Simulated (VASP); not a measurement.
# PtS2 (R3m) in VASP: a series of runs

Aim: see how the results for PtS2 move with the level of theory and the settings. Levels: PBEsol, r2SCAN+rVV10. Tasks: single point.

Everything below comes from runs of VASP 6.6.1. Logs are shortened: lines on timing, memory, paths and dates and some standing lists are left out, and cuts for length are marked.

## 1. The cell of the first run

It takes space group R3m (No. 160, trigonal). The conventional cell has a = 3.461 Å, b = 3.461 Å, c = 14.806 Å, α = 90.00°, β = 90.00°, γ = 120.00°. Within 3.2 Å of Pt (site symmetry 3m) lie 6 S at 2.41 to 2.47 Å. S (site symmetry 3m) has 3 Pt at 2.47 Å and 4 S at 2.79 to 2.93 Å within 3.3 Å. S (site symmetry 3m) has 3 Pt at 2.41 Å and 4 S at 2.79 to 2.93 Å within 3.2 Å.

## 2. Single point, PBEsol

File INCAR:

```
PREC = Accurate ; ENCUT = 520
EDIFF = 1E-6 ; ISMEAR = -1
SIGMA = 0.03 ; LREAL = False
LASPH = True ; NELM = 100
ALGO = Normal ; ISIF = 2
LWAVE = False ; LCHARG = True
GGA = PS ; LELF = True
LVHAR = True ; NBANDS = 18
```

File KPOINTS:

```
regular mesh
0
Gamma
  8 8 8
```

File POSCAR:

```
PtS2
1.0
    1.7303320449      0.9990076731      4.9352120107
   -1.7303320449      0.9990076731      4.9352120107
    0.0000000000     -1.9980153426      4.9352120114
Pt S
1 2
Direct
    0.9975522416      0.9975522416      0.9975522416
    0.4284363024      0.4284363024      0.4284363024
    0.2400124560      0.2400124560      0.2400124560
```

Potentials or basis: VASP PAW PBE potentials, release 64 (Pt, S).

The run is started by

```
> cat potpaw_PBE.64/Pt/POTCAR potpaw_PBE.64/S/POTCAR > POTCAR
> mpirun -np 1 vasp_std > vasp.out
```

OUTCAR:

```text
PREC = Accurate
   ENCUT = 520
   EDIFF = 1E-6
   ISMEAR = -1
   LREAL = False
   LASPH = True
   NELM = 100
   ISIF = 2
   GGA = PS

 ion  position               nearest neighbor table
   1  0.998  0.998  0.998-   3 2.41   3 2.41   3 2.41   2 2.47   2 2.47   2 2.47
   2  0.428  0.428  0.428-   1 2.47   1 2.47   1 2.47   3 2.79
   3  0.240  0.240  0.240-   1 2.41   1 2.41   1 2.41   2 2.79

  LATTYP: Found a trigonal (rhomboedric) cell.
 ALAT       =     5.3243199479
 COS(alpha) =     0.7887675642

  Lattice vectors:

 A1 = (   1.7303320449,   0.9990076731,   4.9352120107)
 A2 = (  -1.7303320449,   0.9990076731,   4.9352120107)
 A3 = (   0.0000000000,  -1.9980153426,   4.9352120114)

Analysis of symmetry for initial positions (statically):
=====================================================================
 Subroutine PRICEL returns:
 Original cell was already a primitive cell.

 Routine SETGRP: Setting up the symmetry group for a
 trigonal (rhombohedral) supercell.

 Subroutine GETGRP returns: Found  6 space group operations
 (whereof  6 operations were pure point group operations)
 out of a pool of 12 trial point group operations.

The static configuration has the point symmetry C_3v.

Analysis of symmetry for dynamics (positions and initial velocities):
=====================================================================
 Subroutine PRICEL returns:
 Original cell was already a primitive cell.

 Routine SETGRP: Setting up the symmetry group for a
 trigonal (rhombohedral) supercell.

 Subroutine GETGRP returns: Found  6 space group operations
 (whereof  6 operations were pure point group operations)
 out of a pool of 12 trial point group operations.

The dynamic configuration has the point symmetry C_3v.

 Subroutine INISYM returns: Found  6 space group operations
 (whereof  6 operations are pure point group operations),
 and found     1 'primitive' translations

----------------------------------------------------------------------------------------

                                     Primitive cell

  volume of cell :      51.1865

  direct lattice vectors                    reciprocal lattice vectors
     1.730332045  0.999007673  4.935212011     0.288961880  0.166832219  0.067541847
[... 78 lines left out ...]
 SYSTEM =  unknown system
   PREC   = accura    normal or accurate (medium, high low for compatibility)
   ISTART =      0    job   : 0-new  1-cont  2-samecut
   ICHARG =      2    charge: 1-file 2-atom 10-const
   ISPIN  =      1    spin polarized calculation?
   LNONCOLLINEAR =      F non collinear calculations
   LSORBIT =      F    spin-orbit coupling
   LASPH  =      T    aspherical Exc in radial PAW
   ENCUT  =  520.0 eV  38.22 Ry    6.18 a.u.   9.90  9.90  9.90*2*pi/ulx,y,z
   NELM   =    100;   NELMIN=  2; NELMDL= -5     # of ELM steps
   EDIFF  = 0.1E-05   stopping-criterion for ELM
   LREAL  =      F    real-space projection
   EDIFFG = 0.1E-04   stopping-criterion for IOM
   NSW    =      0    number of steps for IOM
   IBRION =     -1    ionic relax: 0-MD 1-quasi-New 2-CG
   NFREE  =      0    steps in history (QN), initial steepest desc. (CG)
   ISIF   =      2    stress and relaxation
   ISYM   =      2    0-nonsym 1-usesym 2-fastsym
   POTIM  = 0.5000    time-step for ionic-motion
   TEBEG  =    0.0;   TEEND  =   0.0 temperature during run
   PSTRESS=    0.0 pullay stress
   NELECT =      22.0000    total number of electrons
   NUPDOWN=      -1.0000    fix difference up-down
   EMIN   =  10.00;   EMAX   =-10.00  energy-range for DOS
   EFERMI =   0.00;   METHOD = LEGACY
   ISMEAR =    -1;   SIGMA  =   0.03  broadening in eV -4-tet -1-fermi 0-gaus
   EFERMI_NEDOS =   21; number of points for ismear=-14 and -15
   IALGO  =     38    algorithm
   IMIX   =      4    mixing-type and parameters
     AMIX     =   0.40;   BMIX     =  1.00
     AMIX_MAG =   1.60;   BMIX_MAG =  1.00
  volume/ion in A,a.u.               =      17.06       115.14
  Fermi-wavevector in a.u.,A,eV,Ry     =   1.235465  2.334691 20.767592  1.526375
  Thomas-Fermi vector in A             =   2.370114
   LORBIT       =      0    0 simple, 1 ext, 2 COOP (PROOUT), +10 PAW based schemes
   GGA     = PS    functional components
   LHFCALC =     F    Hartree Fock is set to
   AEXX    =    0.0000 exact exchange contribution
   IVDW    =     0    specifies the selected vdW correction
   LEPSILON=     F    determine dielectric tensor
   LRPA    =     F    only Hartree local field effects (RPA)
 non-spin polarized calculation
  energy-cutoff  :      520.00
  volume of cell :       51.19
 maximum number of plane-waves:      1400
   NGX = 19   NGY = 19   NGZ = 19

 number of electron      22.0000000 magnetization

 Free energy of the ion-electron system (eV)
  ---------------------------------------------------
  ext. energy  EPLUGINS =         0.00000000
  ---------------------------------------------------
  free energy    TOTEN  =       -15.41911998 eV

  energy without entropy =      -15.41518071  energy(sigma->0) =      -15.41715035

 E-fermi :   7.9537     XC(G=0): -11.3618

 val. band max:        7.9300351402   @ k =   0.5000   0.5000   0.5000
 cond. band min:       7.9565599950   @ k =   0.2500   0.1250   0.1250
 fundamental gap:      0.0265248549
 Fermi energy:         7.9536608099

 k-point     1 :       0.0000    0.0000    0.0000
  band No.  band energies     occupation
      1      -8.1212      2.00000
      2      -4.6372      2.00000
      3      -0.2760      2.00000
      4       2.2962      2.00000
      5       2.2962      2.00000
      6       3.0962      2.00000
[... 481 lines left out ...]
      5       2.4077      2.00000
      6       3.0893      2.00000
[... 10 lines left out ...]
     17      16.9372      0.00000
     18      16.9688      0.00000

 [... further k-points ...]
[... 5 lines left out ...]
  --------------------------------------------------------------------------------------
  -------------------------------------------------------------------------------------
  Total       -0.0511873     -0.0511873     -0.0395910      0.0000000      0.0000000      0.0000000
  in kB       -1.6022026     -1.6022026     -1.2392294      0.0000000      0.0000000      0.0000000
  external PRESSURE =      -1.4812115 kB  Pullay stress =       0.0000000 kB

 VOLUME and BASIS-vectors are now :
 -----------------------------------------------------------------------------
  energy-cutoff  :      520.00
  volume of cell :       51.19
      direct lattice vectors                 reciprocal lattice vectors
     1.730332045  0.999007673  4.935212011     0.288961880  0.166832219  0.067541847
    -1.730332045  0.999007673  4.935212011    -0.288961880  0.166832219  0.067541847
     0.000000000 -1.998015343  4.935212011     0.000000000 -0.333664438  0.067541847

 POSITION                                       TOTAL-FORCE (eV/Angst)
 -----------------------------------------------------------------------------------
      0.00000      0.00000     14.76940         0.000000      0.000000      0.005050
      0.00000      0.00000      6.34327         0.000000     -0.000000     -0.032351
      0.00000      0.00000      3.55354         0.000000      0.000000      0.027301
 -----------------------------------------------------------------------------------
    total drift:                                0.000000     -0.000000      0.000207

  FREE ENERGIE OF THE ION-ELECTRON SYSTEM (eV)
  ---------------------------------------------------
  free  energy   TOTEN  =       -15.4191199821 eV

  energy  without entropy=      -15.4151807117  energy(sigma->0) =      -15.41715035
```

stdout:

```text
POSCAR found type information on POSCAR PtS
 POSCAR found :  2 types and       3 ions
 scaLAPACK will be used
 -----------------------------------------------------------------------------
|                                                                             |
|                                                                             |
|     You enforced a specific xc type in the INCAR file but a different       |
|     I HOPE YOU KNOW WHAT YOU ARE DOING!                                     |
|                                                                             |
 -----------------------------------------------------------------------------

 LDA part: xc-table for (Slater+PW92), standard interpolation
 POSCAR, INCAR and KPOINTS ok, starting setup
 FFT: planning ... GRIDC
 FFT: planning ... GRID_SOFT
 FFT: planning ... GRID
 WAVECAR not read
 entering main loop
```

Wall time 2.4 min (1 thread of AMD EPYC 7R43 (Zen 3), shared host); peak memory 0.22 GiB.

What came out:

```yaml
Free_energy: -15.4191 eV
Pressure: -0.1 GPa
Largest_force: 0.032 eV/Å
Band_gap_on_the_k_mesh: zero (band 11 reaches 8.50 eV, above the bottom of band 12 at 7.73 eV)
```

Forces on the atoms (eV/Å):
```
Pt   0.000  0.000  0.005
S    0.000  0.000 -0.032
S    0.000  0.000  0.027
```

Caveat: the PAW data sets were made with another functional, which shifts forces and pressure a little; spin-orbit coupling is left out, which moves the levels of the heavy elements.

## 3. Single point, r2SCAN+rVV10

This run uses another cell than the first one, of 17.81 Å³/atom, 1.044 times its volume.

File POSCAR:

```
PtS2
1.0
    1.7388860085      1.0039463063      5.1022483029
   -1.7388860085      1.0039463063      5.1022483029
    0.0000000000     -2.0078926090      5.1022483036
Pt S
1 2
Direct
    0.9972172688      0.9972172688      0.9972172688
    0.4252330500      0.4252330500      0.4252330500
    0.2435506812      0.2435506812      0.2435506812
```

File INCAR.step1:

```
SYSTEM = PtS2
PREC = Accurate
ENCUT = 520
ISMEAR = -1
SIGMA = 0.03
LREAL = .False.
LASPH = .True.
NELM = 100
NBANDS = 18
GGA = PE
ALGO = Normal
EDIFF = 1E-4
LWAVE = .True.
LCHARG = .False.
```

File INCAR.step2:

```
SYSTEM = PtS2
PREC = Accurate
ENCUT = 520
EDIFF = 1E-6
ISMEAR = -1
SIGMA = 0.03
LREAL = .False.
LASPH = .True.
NELM = 100
ALGO = Normal
ISIF = 2
LWAVE = .False.
LCHARG = .False.
METAGGA = R2SCAN
LMIXTAU = .True.
LUSE_VDW = .True.
IVDW_NL = 2
BPARAM = 11.95
CPARAM = 0.0093
NBANDS = 18
ISTART = 1
```

File KPOINTS:

```
regular mesh
0
Gamma
  10 10 10
  0 0 0
```

Potentials or basis: VASP PAW PBE potentials, release 64 (Pt, S).

The run is started by

```
> cat potpaw_PBE.64/Pt/POTCAR potpaw_PBE.64/S/POTCAR > POTCAR
> cp INCAR.step1 INCAR
> mpirun -np 1 vasp_std > vasp.out
> cp INCAR.step2 INCAR
> mpirun -np 1 vasp_std > vasp.out
```

Run time: 29 min. Hardware: 1 thread of AMD EPYC 7R43 (Zen 3), shared host; peak memory 0.55 GiB.

Results (log left out):

| Item | Value |
| --- | --- |
| Free energy | -66.6293 eV |
| Pressure | 0.2 GPa |
| Largest force | 0.051 eV/Å |
| Band gap on the k mesh | zero (band 11 reaches 7.75 eV, above the bottom of band 12 at 7.12 eV) |

Forces on the atoms (eV/Å):
```
Pt   0.000  0.000 -0.009
S    0.000  0.000  0.051
S    0.000  0.000 -0.042
```

Stress tensor (GPa, compression positive):
```
0.14 0.00 0.00
0.00 0.14 0.00
0.00 0.00 0.23
```

Levels at points of the mesh, in eV from the Fermi level:
```tsv
k point	band 8	band 9	band 10	band 11	band 12	band 13	band 14	band 15
(0.00, 0.00, 0.00)	-3.00	-0.27	-0.27	0.42	0.79	0.79	3.29	6.80
(0.50, 0.00, 0.00)	-3.37	-2.61	-2.28	-1.61	0.57	1.25	3.89	5.89
(0.50, 0.50, 0.00)	-3.64	-2.93	-2.26	-2.19	0.49	1.87	4.83	7.49
(0.50, 0.50, 0.50)	-3.16	-2.00	0.13	0.13	0.39	0.39	3.77	7.55
```

Caveat: the PAW data sets were made with another functional, which shifts forces and pressure a little; spin-orbit coupling is left out, which moves the levels of the heavy elements.
